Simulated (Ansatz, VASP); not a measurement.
## One calculation of Zn, two programs

POSCAR

```
Zn
1.0
    2.6339144954      0.0000000000      0.0000000000
   -1.3169572477      2.2810368644      0.0000000000
    0.0000000000      0.0000000000      4.8988836645
Zn
2
Direct
    0.6666666667      0.3333333333      0.7500000000
    0.3333333333      0.6666666667      0.2500000000
```

File INCAR.step1:

```
PREC = Accurate ; ENCUT = 520
ISMEAR = -1 ; SIGMA = 0.05
LREAL = F ; LASPH = T
NELM = 80 ; NBANDS = 19
GGA = PE ; ALGO = Normal
EDIFF = 1E-4 ; LWAVE = T
LCHARG = F
```

File INCAR.step2:

```
PREC = Accurate ; ENCUT = 520
EDIFF = 1E-6 ; ISMEAR = -1
SIGMA = 0.05 ; LREAL = F
LASPH = T ; NELM = 80
ALGO = Normal ; ISIF = 2
LWAVE = F ; LCHARG = F
METAGGA = R2SCAN ; LMIXTAU = T
NBANDS = 19 ; ISTART = 1
```

Contents of KPOINTS:

```
regular mesh
0
Gamma
  11 11 6
```

Contents of input.yaml:

```yaml
crystal:
  lattice:
    - [2.6339144954, 0.0, 0.0]
    - [-1.3169572477, 2.2810368644, 0.0]
    - [0.0, 0.0, 4.8988836645]
  atoms:
    - { symbol: Zn, position: [0.6666666667, 0.3333333333, 0.75] }
    - { symbol: Zn, position: [0.3333333333, 0.6666666667, 0.25] }
hamiltonian:
  xc: r2scan
  pseudopotentials: { kind: paw }
kpoints:
  mp_grid: { grid: [11, 11, 6] }
scf:
  occupations: { method: fermi_dirac, width: 0.05 }
output:
  forces: true
  stress: true
  eigenvalues: true
  write_density: true
  write_potential: true
  elf: true
  volumetric_format: npy
```

Alike in both runs: task single point; functional r2SCAN; k mesh 11 × 11 × 6; occupations fermi-dirac, width 0.05 eV; no spin polarisation.

|  | VASP | Ansatz |
| --- | --- | --- |
| version | VASP 6.6.1 | Ansatz 0.2.0 |
| potentials or method | VASP PAW PBE potentials, release 64 (Zn) | Ansatz PAW |
| plane-wave cutoff (eV) | 520 | 500 |
| valence electrons in the cell | 24 | 24 |

VASP gave:

| Property | Result |
| --- | --- |
| gap on the k mesh at the Fermi level (eV) | none |
| pressure (GPa) | -1.3 |
| traceless stress, the component that is largest in VASP (GPa) | -0.96 |

Question: What did Ansatz give for the same quantities?

Answer: gap on the k mesh at the Fermi level (eV): none; pressure (GPa): -1.7; traceless stress, the component that is largest in VASP (GPa): -0.87.

VASP's potentials were made for PBE, not for r2SCAN. A gap of «none» marks a metal or a gap that the smearing closes.
